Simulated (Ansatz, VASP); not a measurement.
## Ca2Zr2N in VASP and in Ansatz

```
Ca Zr N
1.0
     5.97095    0.00000    0.00000
    -2.98547    5.17099    0.00000
     0.00000    0.00000    6.63029
Ca Zr N
2 2 1
Direct
  0.33333 0.66667 0.00000
  0.66667 0.33333 0.00000
  0.00000 0.00000 0.78637
  0.00000 0.00000 0.21363
  0.00000 0.00000 0.50000
```

Alike in both runs: task relaxation of cell and atoms; functional PBE; k mesh 6 × 6 × 6; occupations gaussian, width 0.1 eV; no spin polarisation.

|  | VASP | Ansatz |
| --- | --- | --- |
| version | VASP 6.6.1 | Ansatz 0.2.0 |
| potentials or method | VASP PAW PBE potentials, release 64 (Ca_sv, Zr_sv, N), cutoff 600 eV | scalar-relativistic, plane waves, PAW |
| valence electrons in the cell | 49 | 49 |

Ansatz gave:

* gap on the k mesh at the Fermi level, each at its own relaxed structure (eV): none
* relaxed volume (Å³/atom): 41.07
* relaxed length of the cell vector where the two differ most in proportion (Å): 5.976

**Question.** What did VASP give for the same quantities?

**Answer.** gap on the k mesh at the Fermi level, each at its own relaxed structure (eV): none; relaxed volume (Å³/atom): 41.11; relaxed length of the cell vector where the two differ most in proportion (Å): 5.978.

A gap of «none» marks a metal or a gap that the smearing closes.
